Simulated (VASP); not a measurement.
A run of VASP 6.6.1 is set up as follows.

Contents of INCAR:

```
SYSTEM = Cr
PREC = Accurate
ENCUT = 520
EDIFF = 1E-6
ISMEAR = 0
SIGMA = 0.05
LREAL = .False.
LASPH = .True.
NELM = 150
ALGO = Fast
ISIF = 2
LWAVE = .False.
LCHARG = .True.
ISPIN = 2
MAGMOM = 0.05
LORBIT = 11
LMAXMIX = 4
GGA = PE
LELF = .True.
LVHAR = .True.
NBANDS = 16
```

KPOINTS

```
Automatic mesh
0
Gamma
  10 10 10
  0 0 0
```

POSCAR

```
Cr
1.0
   -1.4248379334      1.4248379334      1.4248379334
    1.4248379334     -1.4248379334      1.4248379334
    1.4248379334      1.4248379334     -1.4248379334
Cr
1
Direct
    0.0000000000      0.0000000000      0.0000000000
```

Potentials or basis: VASP PAW PBE potentials, release 64 (Cr_pv).

Launch:

```sh
$ cat potpaw_PBE.64/Cr_pv/POTCAR > POTCAR
$ mpirun -np 1 vasp_std > vasp.out
```

(1) Predict the pressure.

(2) Estimate the net moment.

## Answers

(1) -0.5 GPa.

(2) 0.00 μB per cell.

Caveat: an empty level that is flat over the whole mesh can mark a ghost state of the potentials, or a narrow d or f band.
